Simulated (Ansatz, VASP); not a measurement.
HgTe in VASP and in Ansatz

INCAR

```
ALGO     = Normal         # electronic algorithm
EDIFF    = 1E-6           # SCF threshold, eV
ENCUT    = 500            # plane-wave cutoff, eV
GGA      = PE             # functional
GGA_COMPAT= F            
ISIF     = 2              # what is computed and relaxed
ISMEAR   = 0              # smearing method
LASPH    = T              # aspherical terms in the spheres
LCHARG   = F              # write CHGCAR
LREAL    = F              # projectors in reciprocal space
LWAVE    = F              # write WAVECAR
NBANDS   = 16             # bands
NELM     = 120            # most SCF steps
PREC     = Accurate       # precision mode
SIGMA    = 0.05           # smearing width, eV
```

Contents of KPOINTS:

```
k-points
0
Gamma
  6 6 6
```

The input POSCAR:

```
HgTe
1.0
    0.0000000000      3.0516541931      3.0516541931
    3.0516541931      0.0000000000      3.0516541931
    3.0516541931      3.0516541931      0.0000000000
Hg Te
1 1
Direct
    0.0000000000      0.0000000000      0.0000000000
    0.5000000000      0.5000000000      0.5000000000
```

Input for Ansatz:

```yaml
crystal:
  lattice:
    - [0.0, 3.0516541931, 3.0516541931]
    - [3.0516541931, 0.0, 3.0516541931]
    - [3.0516541931, 3.0516541931, 0.0]
  atoms:
    - { symbol: Hg, position: [0.0, 0.0, 0.0] }
    - { symbol: Te, position: [0.5, 0.5, 0.5] }
basis:
  ecutwfc: 420
kpoints:
  mp_grid: { grid: [6, 6, 6] }
hamiltonian:
  xc: pbe
scf:
  occupations: { method: gaussian, width: 0.05 }
output:
  forces: true
  stress: true
  eigenvalues: true
```

Alike in both runs: task single point; functional PBE; k mesh 6 × 6 × 6; occupations gaussian, width 0.05 eV; no spin polarisation.

|  | VASP | Ansatz |
| --- | --- | --- |
| version | VASP 6.6.1 | Ansatz 0.2.0 |
| potentials or method | VASP PAW PBE potentials, release 64 (Hg, Te), cutoff 500 eV | scalar-relativistic, plane waves, PAW |
| valence electrons in the cell | 18 | 36 |

VASP gave:

```
gap on the k mesh at the Fermi level (eV) : none
pressure (GPa)                            : 0.9
```

Problem. Estimate Ansatz's values.

Solution. gap on the k mesh at the Fermi level (eV): none; pressure (GPa): 0.8.

A gap of «none» marks a metal or a gap that the smearing closes. VASP's potentials hold 18 valence electrons a cell and Ansatz's 36, so a difference there can come from the potentials and not from the codes.

Neither program's run includes spin-orbit coupling.
